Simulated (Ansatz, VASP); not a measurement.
# Two plane-wave programs on SiNi3

INCAR

```
SYSTEM = SiNi3
  ALGO = Fast
  EDIFF = 1E-6
  ENCUT = 520
  GGA = PE
  ISIF = 2
  ISMEAR = 0
  LASPH = .TRUE.
  LCHARG = .FALSE.
  LREAL = .FALSE.
  LWAVE = .FALSE.
  NBANDS = 44
  NELM = 100
  PREC = Accurate
  SIGMA = 0.15
```

File KPOINTS:

```
k-points
0
G
  14 14 8
  0 0 0
```

Contents of POSCAR:

```
SiNi3
1.0
    3.5062596409      0.0000000000      0.0000000000
    0.0000000000      3.5062596409      0.0000000000
    0.0000000000      0.0000000000      7.0125192817
Si Ni
2 6
Direct
    0.0000000000      0.0000000000      0.0000000000
    0.0000000000      0.0000000000      0.5000000000
    0.0000000000      0.5000000000      0.2585561262
    0.0000000000      0.5000000000      0.7585561262
    0.5000000000      0.0000000000      0.2414438738
    0.5000000000      0.0000000000      0.7414438738
    0.5000000000      0.5000000000      0.0000000000
    0.5000000000      0.5000000000      0.5000000000
```

Input for Ansatz:

```yaml
crystal:
  lattice:
    - [3.5062596409, 0.0, 0.0]
    - [0.0, 3.5062596409, 0.0]
    - [0.0, 0.0, 7.0125192817]
  atoms:
    - { symbol: Si, position: [0.0, 0.0, 0.0] }
    - { symbol: Si, position: [0.0, 0.0, 0.5] }
    - { symbol: Ni, position: [0.0, 0.5, 0.2585561262] }
    - { symbol: Ni, position: [0.0, 0.5, 0.7585561262] }
    - { symbol: Ni, position: [0.5, 0.0, 0.2414438738] }
    - { symbol: Ni, position: [0.5, 0.0, 0.7414438738] }
    - { symbol: Ni, position: [0.5, 0.5, 0.0] }
    - { symbol: Ni, position: [0.5, 0.5, 0.5] }
basis:
  ecutwfc: 420
kpoints:
  mp_grid: { grid: [14, 14, 8] }
hamiltonian:
  xc: pbe
scf:
  occupations: { method: gaussian, width: 0.15 }
output:
  forces: true
  stress: true
  eigenvalues: true
```

Change from the starting cell: mode 9 (194.3 1/cm) frozen in, largest displacement -0.060 Å.

Alike in both runs: task single point; functional PBE; k mesh 14 × 14 × 8; occupations gaussian, width 0.15 eV; no spin polarisation.

```csv
,VASP,Ansatz
version,VASP 6.6.1,Ansatz 0.2.0
potentials or method,"VASP PAW PBE potentials, release 64 (Si, Ni), cutoff 520 eV","scalar-relativistic, plane waves, PAW"
valence electrons in the cell,68,116
```

VASP gave:

```
gap on the k mesh at the Fermi level (eV)                     : none
pressure (GPa)                                                : 0.6
traceless stress, the component that is largest in VASP (GPa) : 0.06
rms of the force components (eV/Å)                            : 0.198
```

**Question.** Which values does Ansatz return?

**Answer.** gap on the k mesh at the Fermi level (eV): none; pressure (GPa): 0.5; traceless stress, the component that is largest in VASP (GPa): 0.07; rms of the force components (eV/Å): 0.200.

Atom by atom the forces differ by 0.001 eV/Å (rms over components). A gap of «none» marks a metal or a gap that the smearing closes. With one functional, cell and mesh, what is left measures potentials, basis and numerics. VASP's potentials hold 68 valence electrons a cell and Ansatz's 116, so a difference there can come from the potentials and not from the codes.
